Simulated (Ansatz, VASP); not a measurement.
**Two plane-wave programs on FeO**

The input INCAR:

```
ALGO = Normal ; EDIFF = 1E-6
ENCUT = 520 ; GGA = PE
ISIF = 2 ; ISMEAR = -1
ISPIN = 2 ; LASPH = T
LCHARG = F ; LMAXMIX = 4
LORBIT = 11 ; LREAL = F
LWAVE = F ; MAGMOM = -2.68 0
NBANDS = 18 ; NELM = 150
PREC = Accurate ; SIGMA = 0.05
```

The input KPOINTS:

```
k-points
0
Gamma
  10 10 10
```

Contents of POSCAR:

```
FeO
1.0
    2.6124696300      0.0000000000      0.0000000000
    0.0000000000      2.6124696300      0.0000000000
    0.0000000000      0.0000000000      2.6124696300
Fe O
1 1
Direct
    0.0000000000      0.0000000000      0.0000000000
    0.5000000000      0.5000000000      0.5000000000
```

The input input.yaml:

```yaml
crystal:
  lattice:
    - [2.61246963, 0.0, 0.0]
    - [0.0, 2.61246963, 0.0]
    - [0.0, 0.0, 2.61246963]
  atoms:
    - { symbol: Fe, position: [0.0, 0.0, 0.0], spin: -2.68 }
    - { symbol: O, position: [0.5, 0.5, 0.5] }
hamiltonian:
  xc: pbe
  pseudopotentials: { kind: paw }
magnetization:
  spin_polarized: true
kpoints:
  mp_grid: { grid: [10, 10, 10] }
scf:
  occupations: { method: fermi_dirac, width: 0.05 }
output:
  forces: true
  stress: true
  eigenvalues: true
```

Alike in both runs: task single point; functional PBE; k mesh 10 × 10 × 10; occupations fermi-dirac, width 0.05 eV; collinear spin.

|  | VASP | Ansatz |
| --- | --- | --- |
| version | VASP 6.6.1 | Ansatz 0.2.0 |
| potentials or method | VASP PAW PBE potentials, release 64 (Fe, O) | Ansatz PAW |
| plane-wave cutoff (eV) | 520 | 420 |
| valence electrons in the cell | 14 | 22 |

```tsv
	VASP	Ansatz	Ansatz less VASP
gap on the k mesh at the Fermi level (eV)	none	none	-
pressure (GPa)	9.3	9.3	+0.05
net moment per atom (μB)	2.00	2.00	0.000
size of the moment on the site where the two differ most (μB)	3.53	3.44	-0.091
```

Site moments also hang on the region over which each program counts them. A gap of «none» marks a metal or a gap that the smearing closes. With one functional, cell and mesh, what is left measures potentials, basis and numerics. VASP's potentials hold 14 valence electrons a cell and Ansatz's 22, so a difference there can come from the potentials and not from the codes.
